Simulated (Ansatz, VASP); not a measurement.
## Two plane-wave programs on PtS2

```
Pt S
1.0
     3.33428    0.00000    0.00000
    -1.66714    2.88757    0.00000
     0.00000    0.00000    5.69003
Pt S
1 2
Direct
  0.00000 0.00000 0.00000
  0.33333 0.66667 0.25000
  0.66667 0.33333 0.75000
```

Alike in both runs: task single point; functional LDA; k mesh 12 × 12 × 8; occupations gaussian, width 0.05 eV; no spin polarisation.

|  | VASP | Ansatz |
| --- | --- | --- |
| version | VASP 6.6.1 | Ansatz 0.2.0 |
| potentials or method | VASP PAW LDA potentials, release 64 (Pt, S), cutoff 520 eV | scalar-relativistic, plane waves, PAW |
| valence electrons in the cell | 22 | 30 |

```tsv
	VASP	Ansatz	Ansatz less VASP
gap on the k mesh at the Fermi level (eV)	0.68	0.68	+0.002
least direct gap on the mesh (eV)	0.85	0.84	-0.002
pressure (GPa)	-0.7	-0.6	+0.08
traceless stress, the component that is largest in VASP (GPa)	-10.27	-10.33	-0.061
rms of the force components (eV/Å)	0.592	0.595	+0.0032
```

LDA's correlation is that of Perdew and Zunger in VASP and of Perdew and Wang (1992) in Ansatz. Atom by atom the forces differ by 0.003 eV/Å (rms over components). VASP's potentials hold 22 valence electrons a cell and Ansatz's 30, so a difference there can come from the potentials and not from the codes.

Spin-orbit coupling is off throughout.
